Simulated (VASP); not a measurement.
Wanted: the native input for a VASP 6.6.1 run.

- Task: single point
- Functional: PBE
- Potentials or basis: VASP PAW PBE potentials, release 64 (Sc_sv, Ga_d, P)
- Cutoff: 520 eV
- k mesh: 6 × 6 × 4
- Occupations: gaussian, width 0.1 eV
- Spin: no spin polarisation
- Dipole correction: no
- Further INCAR settings: ALGO = Normal; EDIFF = 1e-06; NBANDS = 39

The structure of ScGa3P2 lies in POSCAR:

```
ScGa3P2
1.0
    4.8712904151      0.0000000000      0.0000000000
   -2.4356452075      4.2186612487      0.0000000000
    0.0000000000      0.0000000000      5.4791484547
Sc Ga P
1 3 2
Direct
    0.0000000000      0.0000000000      0.5000000000
    0.0000000000      0.0000000000      0.0000000000
    0.3333333333      0.6666666667      0.5000000000
    0.6666666667      0.3333333333      0.5000000000
    0.3333333333      0.6666666667      0.0000000000
    0.6666666667      0.3333333333      0.0000000000
```

The cell was generated, and may not be a known phase.

These files were run (other wordings do the same):

INCAR

```
PREC = Accurate ; ENCUT = 520
EDIFF = 1E-6 ; ISMEAR = 0
SIGMA = 0.1 ; LREAL = F
LASPH = T ; NELM = 80
ALGO = Normal ; ISIF = 2
LWAVE = F ; LCHARG = T
GGA = PE ; LELF = T
LVHAR = T ; NBANDS = 39
```

KPOINTS

```
Automatic mesh
0
Gamma
  6 6 4
```

Potentials or basis: VASP PAW PBE potentials, release 64 (Sc_sv, Ga_d, P).

Command:

```sh
$ cat potpaw_PBE.64/Sc_sv/POTCAR potpaw_PBE.64/Ga_d/POTCAR potpaw_PBE.64/P/POTCAR > POTCAR
$ mpirun -np 1 vasp_std > vasp.out
```

It gave:

The pressure is 0.1 GPa and the band gap on the k mesh is zero (bands 30 and 31 overlap by 2.37 eV).

Wall time 2.3 min on 1 thread of Oxide Virtual Turin-like Processor, on a shared host, peak memory 0.23 GiB.
